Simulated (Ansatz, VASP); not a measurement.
**Be2C: VASP beside Ansatz**

```
Be C
1.0
     0.00000    2.13409    2.13409
     2.13409    0.00000    2.13409
     2.13409    2.13409    0.00000
Be C
2 1
Direct
  0.25000 0.25000 0.25000
  0.75000 0.75000 0.75000
  0.00000 0.00000 0.00000
```

Alike in both runs: functional LDA; k mesh 6 × 6 × 6; no spin polarisation.

Ansatz relaxed the structure, and its values are those at the end. VASP's run is a single point on that final structure, the one shown.

|  | VASP | Ansatz |
| --- | --- | --- |
| version | VASP 6.6.1 | Ansatz 0.2.0 |
| potentials or method | VASP PAW LDA potentials, release 64 (Be, C), cutoff 600 eV | plane waves, PAW |
| occupations | gaussian, width 0.01 eV | fixed |
| valence electrons in the cell | 8 | 8 |

```csv
,VASP,Ansatz,Ansatz less VASP
pressure (GPa),0.5,0.0,-0.49
```

LDA's correlation is that of Perdew and Zunger in VASP and of Perdew and Wang (1992) in Ansatz.

The k mesh is coarse, so the values compare programs but aren't converged.
